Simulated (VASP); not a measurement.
# Rb3Ti3I (P4/mmm) in VASP: single point with PBE

Aim: the single point of Rb3Ti3I with PBE.

Everything below comes from runs of VASP 6.6.1. Logs are shortened: lines on timing, memory, paths and dates and some standing lists are left out, and cuts for length are marked.

### Step 1. The cell of the first run

Symmetry: P4/mmm, No. 123, tetragonal system. The conventional cell has a = 7.410 Å, b = 7.410 Å, c = 7.466 Å, α = 90.00°, β = 90.00°, γ = 90.00°. Rb (site symmetry 4/mmm) has 2 Ti at 3.73 Å within 4.9 Å. Within 4.9 Å of Rb (site symmetry mmm) lie 6 Ti at 3.71 to 3.82 Å. Within 4.9 Å of Ti (site symmetry 4/mmm) lie 6 Rb at 3.71 to 3.73 Å. Ti (site symmetry 4mm) has 1 Ti at 1.85 Å within 2.5 Å. Within 3.7 Å of I (site symmetry 4/mmm) lie 2 Ti at 2.81 Å.

The cell was built from a structure type or drawn by symmetry, and may not be a known phase.

### Step 2. Single point, PBE, collinear spin

INCAR

```
SYSTEM = Rb3Ti3I
  PREC = Accurate
  ENCUT = 520
  EDIFF = 1E-6
  ISMEAR = 0
  SIGMA = 0.2
  LREAL = .False.
  LASPH = .True.
  NELM = 150
  ALGO = Normal
  ISIF = 2
  LWAVE = .False.
  LCHARG = .True.
  ISPIN = 2
  MAGMOM = 0 0 0 1 1 1 0
  LORBIT = 11
  LMAXMIX = 4
  GGA = PE
  LELF = .True.
  LVHAR = .True.
  NBANDS = 48
```

KPOINTS

```
regular mesh
0
Gamma
  3 3 3
  0 0 0
```

POSCAR

```
Rb3Ti3I
1.0
    7.4104753022      0.0000000000      0.0000000000
    0.0000000000      7.4104753022      0.0000000000
    0.0000000000      0.0000000000      7.4655346511
Rb Ti I
3 3 1
Direct
    0.5000000000      0.5000000000      0.5000000000
    0.0000000000      0.5000000000      0.0000000000
    0.5000000000      0.0000000000      0.0000000000
    0.5000000000      0.5000000000      0.0000000000
    0.0000000000      0.0000000000      0.1240720122
    0.0000000000      0.0000000000      0.8759279878
    0.0000000000      0.0000000000      0.5000000000
```

Potentials or basis: VASP PAW PBE potentials, release 64 (Rb_sv, Ti_sv, I).

Command:

```console
$ cat potpaw_PBE.64/Rb_sv/POTCAR potpaw_PBE.64/Ti_sv/POTCAR potpaw_PBE.64/I/POTCAR > POTCAR
$ mpirun -np 1 vasp_std > vasp.out
```

OUTCAR:

```text
SYSTEM = Rb3Ti3I
   PREC = Accurate
   ENCUT = 520
   EDIFF = 1E-6
   ISMEAR = 0
   LREAL = .False.
   LASPH = .True.
   NELM = 150
   ISIF = 2
   ISPIN = 2
   LORBIT = 11
   GGA = PE

 ion  position               nearest neighbor table
   1  0.500  0.500  0.500-   4 3.73   4 3.73   2 5.26   2 5.26   3 5.26   3 5.26   3 5.26   3 5.26
                             2 5.26   2 5.26
   2  0.000  0.500  0.000-   4 3.71   4 3.71   6 3.82   5 3.82   6 3.82   5 3.82   3 5.24   3 5.24
                             3 5.24   3 5.24   1 5.26   1 5.26   1 5.26   1 5.26
   3  0.500  0.000  0.000-   4 3.71   4 3.71   6 3.82   5 3.82   5 3.82   6 3.82   2 5.24   2 5.24
                             2 5.24   2 5.24   1 5.26   1 5.26   1 5.26   1 5.26
   4  0.500  0.500  0.000-   2 3.71   3 3.71   3 3.71   2 3.71   1 3.73   1 3.73
   5  0.000  0.000  0.124-   6 1.85   7 2.81   2 3.82   3 3.82   2 3.82   3 3.82
   6  0.000  0.000  0.876-   5 1.85   7 2.81   2 3.82   3 3.82   2 3.82   3 3.82
   7  0.000  0.000  0.500-   5 2.81   6 2.81

  LATTYP: Found a simple tetragonal cell.
 ALAT       =     7.4104753022
 C/A-ratio  =     1.0074299349

  Lattice vectors:

 A1 = (   7.4104753022,   0.0000000000,   0.0000000000)
 A2 = (   0.0000000000,   7.4104753022,   0.0000000000)
 A3 = (   0.0000000000,   0.0000000000,   7.4655346511)

Analysis of symmetry for initial positions (statically):
=====================================================================
 Subroutine PRICEL returns:
 Original cell was already a primitive cell.

 Routine SETGRP: Setting up the symmetry group for a
 simple tetragonal supercell.

 Subroutine GETGRP returns: Found 16 space group operations
 (whereof 16 operations were pure point group operations)
 out of a pool of 16 trial point group operations.

The static configuration has the point symmetry D_4h.

Analysis of symmetry for dynamics (positions and initial velocities):
=====================================================================
 Subroutine PRICEL returns:
 Original cell was already a primitive cell.

 Routine SETGRP: Setting up the symmetry group for a
 simple tetragonal supercell.

 Subroutine GETGRP returns: Found 16 space group operations
 (whereof 16 operations were pure point group operations)
 out of a pool of 16 trial point group operations.

The dynamic configuration has the point symmetry D_4h.

Analysis of structural, dynamic, and magnetic symmetry:
=====================================================================
 Subroutine PRICEL returns:
 Original cell was already a primitive cell.

 Routine SETGRP: Setting up the symmetry group for a
 simple tetragonal supercell.

 Subroutine GETGRP returns: Found 16 space group operations
 (whereof 16 operations were pure point group operations)
 out of a pool of 16 trial point group operations.

The overall configuration has the point symmetry D_4h.

 Subroutine INISYM returns: Found 16 space group operations
 (whereof 16 operations are pure point group operations),
 and found     1 'primitive' translations

----------------------------------------------------------------------------------------

                                     Primitive cell

  volume of cell :     409.9709

  direct lattice vectors                    reciprocal lattice vectors
     7.410475302  0.000000000  0.000000000     0.134944111  0.000000000  0.000000000
     0.000000000  7.410475302  0.000000000     0.000000000  0.134944111  0.000000000
     0.000000000  0.000000000  7.465534651     0.000000000  0.000000000  0.133948879

  length of vectors
     7.410475302  7.410475302  7.465534651     0.134944111  0.134944111  0.133948879

  position of ions in fractional coordinates (direct lattice)
     0.500000000  0.500000000  0.500000000
     0.000000000  0.500000000  0.000000000
     0.500000000  0.000000000  0.000000000
     0.500000000  0.500000000  0.000000000
     0.000000000  0.000000000  0.124072012
     0.000000000  0.000000000  0.875927988
     0.000000000  0.000000000  0.500000000

  ion indices of the primitive-cell ions
   primitive index   ion index
                 1           1
                 2           2
                 3           3
                 4           4
                 5           5
                 6           6
                 7           7

----------------------------------------------------------------------------------------

 KPOINTS: regular mesh

Automatic generation of k-mesh.
 Grid dimensions read from file:
 generate k-points for:    3    3    3

 Generating k-lattice:

  Cartesian coordinates                     Fractional coordinates (reciprocal lattice)
     0.044981370  0.000000000  0.000000000     0.333333333  0.000000000  0.000000000
     0.000000000  0.044981370  0.000000000     0.000000000  0.333333333  0.000000000
     0.000000000  0.000000000  0.044649626     0.000000000  0.000000000  0.333333333

  Length of vectors
     0.044981370  0.044981370  0.044649626

  Shift w.r.t. Gamma in fractional coordinates (k-lattice)
     0.000000000  0.000000000  0.000000000

 Subroutine IBZKPT returns following result:
 ===========================================

 Found      6 irreducible k-points:

 Following reciprocal coordinates:
            Coordinates               Weight
  0.000000  0.000000  0.000000      1.000000
  0.333333  0.000000  0.000000      4.000000
  0.333333  0.333333  0.000000      4.000000
  0.000000  0.000000  0.333333      2.000000
  0.333333  0.000000  0.333333      8.000000
  0.333333  0.333333  0.333333      8.000000
   k-points           NKPTS =      6   k-points in BZ     NKDIM =      6   number of bands    NBANDS=     48
   number of dos      NEDOS =    301   number of ions     NIONS =      7
   total plane-waves  NPLWV = 175616
   dimension x,y,z NGX =    56 NGY =   56 NGZ =   56
   dimension x,y,z NGXF=   112 NGYF=  112 NGZF=  112
   ions per type =               3   3   1
   NGX,Y,Z   is equivalent  to a cutoff of  12.56, 12.56, 12.47 a.u.
   NGXF,Y,Z  is equivalent  to a cutoff of  25.13, 25.13, 24.94 a.u.
 SYSTEM =  Rb3Ti3I
   PREC   = accura    normal or accurate (medium, high low for compatibility)
   ISTART =      0    job   : 0-new  1-cont  2-samecut
   ICHARG =      2    charge: 1-file 2-atom 10-const
   ISPIN  =      2    spin polarized calculation?
   LNONCOLLINEAR =      F non collinear calculations
   LSORBIT =      F    spin-orbit coupling
   LASPH  =      T    aspherical Exc in radial PAW
   ENCUT  =  520.0 eV  38.22 Ry    6.18 a.u.  13.78 13.78 13.88*2*pi/ulx,y,z
   NELM   =    150;   NELMIN=  2; NELMDL= -5     # of ELM steps
   EDIFF  = 0.1E-05   stopping-criterion for ELM
   LREAL  =      F    real-space projection
   EDIFFG = 0.1E-04   stopping-criterion for IOM
   NSW    =      0    number of steps for IOM
   IBRION =     -1    ionic relax: 0-MD 1-quasi-New 2-CG
   NFREE  =      0    steps in history (QN), initial steepest desc. (CG)
   ISIF   =      2    stress and relaxation
   ISYM   =      2    0-nonsym 1-usesym 2-fastsym
   POTIM  = 0.5000    time-step for ionic-motion
   TEBEG  =    0.0;   TEEND  =   0.0 temperature during run
   PSTRESS=    0.0 pullay stress
   NELECT =      70.0000    total number of electrons
   NUPDOWN=      -1.0000    fix difference up-down
   EMIN   =  10.00;   EMAX   =-10.00  energy-range for DOS
   EFERMI =   0.00;   METHOD = LEGACY
   ISMEAR =     0;   SIGMA  =   0.20  broadening in eV -4-tet -1-fermi 0-gaus
   EFERMI_NEDOS =   21; number of points for ismear=-14 and -15
   IALGO  =     38    algorithm
   IMIX   =      4    mixing-type and parameters
     AMIX     =   0.40;   BMIX     =  1.00
     AMIX_MAG =   1.60;   BMIX_MAG =  1.00
  volume/ion in A,a.u.               =      58.57       395.23
  Fermi-wavevector in a.u.,A,eV,Ry     =   0.908217  1.716282 11.222887  0.824859
  Thomas-Fermi vector in A             =   2.032117
   LORBIT       =     11    0 simple, 1 ext, 2 COOP (PROOUT), +10 PAW based schemes
   GGA     = PE    functional components
   LHFCALC =     F    Hartree Fock is set to
   AEXX    =    0.0000 exact exchange contribution
   IVDW    =     0    specifies the selected vdW correction
   LEPSILON=     F    determine dielectric tensor
   LRPA    =     F    only Hartree local field effects (RPA)
 spin polarized calculation
 Gauss-broadening in eV      SIGMA  =   0.20
  energy-cutoff  :      520.00
  volume of cell :      409.97
 maximum number of plane-waves:     11053
 NGX is ok and might be reduce to    56
   NGX = 27   NGY = 27   NGZ = 27

 number of electron      69.9999996 magnetization       3.7381728

 Free energy of the ion-electron system (eV)
  ---------------------------------------------------
  ext. energy  EPLUGINS =         0.00000000
  ---------------------------------------------------
  free energy    TOTEN  =       -20.49800902 eV

  energy without entropy =      -20.25186747  energy(sigma->0) =      -20.37493825

 E-fermi :   1.1524     XC(G=0):  -6.2413

 val. band max:        1.1502226994   @ k =   0.3333   0.3333   0.3333
 cond. band min:       1.1603076784   @ k =   0.3333   0.0000   0.0000
 fundamental gap:      0.0100849790
 Fermi energy:         1.1523603111

 spin component 1

 k-point     1 :       0.0000    0.0000    0.0000
  band No.  band energies     occupation
      1     -56.4672      1.00000
      2     -55.8853      1.00000
      3     -54.4256      1.00000
      4     -33.6244      1.00000
      5     -32.8034      1.00000
      6     -32.8034      1.00000
[... 39 lines left out ...]
     46       2.6511      0.00000
     47       2.9505      0.00000

 k-point     2 :       0.3333    0.0000    0.0000
  band No.  band energies     occupation
      1     -56.4672      1.00000
      2     -55.8853      1.00000
      3     -54.4256      1.00000
      4     -33.6244      1.00000
      5     -32.8034      1.00000
      6     -32.8034      1.00000
[... 192 lines left out ...]
 k-point     6 :       0.3333    0.3333    0.3333
  band No.  band energies     occupation
      1     -56.4672      1.00000
      2     -55.8853      1.00000
      3     -54.4256      1.00000
      4     -33.6245      1.00000
      5     -32.8034      1.00000
      6     -32.8034      1.00000
[... 39 lines left out ...]
     46       2.9151      0.00000
     47       3.1042      0.00000
 Fermi energy:         1.1523603111

 spin component 2

 k-point     1 :       0.0000    0.0000    0.0000
  band No.  band energies     occupation
      1     -55.8725      1.00000
      2     -54.5518      1.00000
      3     -54.4142      1.00000
      4     -33.6068      1.00000
      5     -31.9052      1.00000
      6     -31.9052      1.00000
[... 39 lines left out ...]
     46       3.1528      0.00000
     47       3.1528      0.00000

 k-point     2 :       0.3333    0.0000    0.0000
  band No.  band energies     occupation
      1     -55.8725      1.00000
      2     -54.5518      1.00000
      3     -54.4142      1.00000
      4     -33.6068      1.00000
      5     -31.9052      1.00000
      6     -31.9052      1.00000
[... 192 lines left out ...]
 k-point     6 :       0.3333    0.3333    0.3333
  band No.  band energies     occupation
      1     -55.8725      1.00000
      2     -54.5518      1.00000
      3     -54.4142      1.00000
      4     -33.6069      1.00000
      5     -31.9052      1.00000
      6     -31.9052      1.00000
[... 39 lines left out ...]
     46       3.2622      0.00000
     47       3.3703      0.00000
 [bands above 47 left out]

------------------------ aborting loop because EDIFF is reached ----------------------------------------

  FORCE on cell =-STRESS in cart. coord.  units (eV):
  Direction    XX          YY          ZZ          XY          YZ          ZX
  --------------------------------------------------------------------------------------
  -------------------------------------------------------------------------------------
  Total        0.0371192      0.0371192      1.6643213      0.0000000      0.0000000     -0.0000000
  in kB        0.1450630      0.1450630      6.5042122      0.0000000      0.0000000     -0.0000000
  external PRESSURE =       2.2647794 kB  Pullay stress =       0.0000000 kB

 VOLUME and BASIS-vectors are now :
 -----------------------------------------------------------------------------
  energy-cutoff  :      520.00
  volume of cell :      409.97
      direct lattice vectors                 reciprocal lattice vectors
     7.410475302  0.000000000  0.000000000     0.134944111  0.000000000  0.000000000
     0.000000000  7.410475302  0.000000000     0.000000000  0.134944111  0.000000000
     0.000000000  0.000000000  7.465534651     0.000000000  0.000000000  0.133948879

 POSITION                                       TOTAL-FORCE (eV/Angst)
 -----------------------------------------------------------------------------------
      3.70524      3.70524      3.73277         0.000000      0.000000     -0.000000
      0.00000      3.70524      0.00000         0.000000      0.000000     -0.000000
      3.70524      0.00000      0.00000         0.000000      0.000000     -0.000000
      3.70524      3.70524      0.00000         0.000000      0.000000     -0.000000
      0.00000      0.00000      0.92626        -0.000000      0.000000      1.045608
      0.00000      0.00000      6.53927         0.000000     -0.000000     -1.045608
      0.00000      0.00000      3.73277         0.000000      0.000000     -0.000000
 -----------------------------------------------------------------------------------
    total drift:                                0.000000      0.000000      0.000000

  FREE ENERGIE OF THE ION-ELECTRON SYSTEM (eV)
  ---------------------------------------------------
  free  energy   TOTEN  =       -20.4980090229 eV

  energy  without entropy=      -20.2518674748  energy(sigma->0) =      -20.37493825

 total charge

# of ion       s       p       d       tot
------------------------------------------
    1        1.957   5.322   0.017   7.296
    2        1.963   5.315   0.030   7.308
    3        1.963   5.315   0.030   7.308
    4        2.226   5.947   1.994  10.167
    5        2.121   6.031   2.537  10.690
    6        2.121   6.031   2.537  10.690
    7        1.497   2.813   0.015   4.325
--------------------------------------------------
tot         13.849  36.774   7.161  57.784

 magnetization (x)

# of ion       s       p       d       tot
------------------------------------------
    1        0.011   0.006   0.010   0.027
    2        0.006   0.006   0.009   0.021
    3        0.006   0.006   0.009   0.021
    4        0.039   0.024   1.965   2.027
    5        0.002   0.001   0.009   0.012
    6        0.002   0.001   0.009   0.012
    7        0.003   0.007   0.002   0.011
--------------------------------------------------
tot          0.068   0.052   2.011   2.130
```

Run time: 8.8 min. Hardware: 1 thread of AMD EPYC 7R13 (Zen 3), shared host; peak memory 0.64 GiB.

Results:

| Property | Result |
| --- | --- |
| Free energy | -20.4980 eV |
| Pressure | 0.2 GPa |
| Largest force | 1.046 eV/Å |
| Net moment | 3.74 μB per cell |
| Site moments | Rb +0.03, +0.02 (each value once); Ti +2.03, +0.01 (each value once); I +0.01 μB |
| Valence electrons inside the program's atomic spheres | Rb 7.30, 7.31 (each value once); Ti 10.17, 10.69 (each value once); I 4.33 |

Forces in eV/Å, atoms in the order of the input:
```
Rb   0.000  0.000  0.000
Rb   0.000  0.000  0.000
Rb   0.000  0.000  0.000
Ti   0.000  0.000  0.000
Ti   0.000  0.000  1.046
Ti   0.000  0.000 -1.046
I    0.000  0.000  0.000
```

Stress tensor (GPa, compression positive):
```
0.01 0.00 0.00
0.00 0.01 0.00
0.00 0.00 0.65
```

Caveat: atoms lie so close that the PAW spheres overlap strongly, which falsifies energies and pressures; spin-orbit coupling is left out, which moves the levels of the heavy elements; forces of over 1 eV/Å act on the atoms, so gaps and moduli don't describe the material at rest.
